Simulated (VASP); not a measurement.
Crystal: MgO.

```
Mg O
1.0
     2.62335    0.00000    0.00000
     0.00000    2.62335    0.00000
     0.00000    0.00000    2.62335
Mg O
1 1
Direct
  0.00000 0.00000 0.00000
  0.50000 0.50000 0.50000
```

Program: VASP 6.6.1. Alike in all runs: task single point; potentials or basis VASP PAW PBE potentials, release 64 (Mg, O); no spin polarisation; cell as given.

Order these runs on this cell by their pressure, lowest first.
A. level r2SCAN; k mesh 6 × 6 × 6; cutoff (eV) 660; smearing methfessel-paxton 0.05 eV
B. level PBEsol; k mesh 6 × 6 × 6; cutoff (eV) 600; smearing gaussian 0.01 eV
C. level PBE; k mesh 4 × 4 × 4; cutoff (eV) 600; smearing gaussian 0.01 eV

A (-1.4 GPa), B (1.0 GPa), C (5.3 GPa).

Caveats: some runs use coarse meshes; the PAW data sets were made with another functional, which shifts forces and pressure a little (some runs).
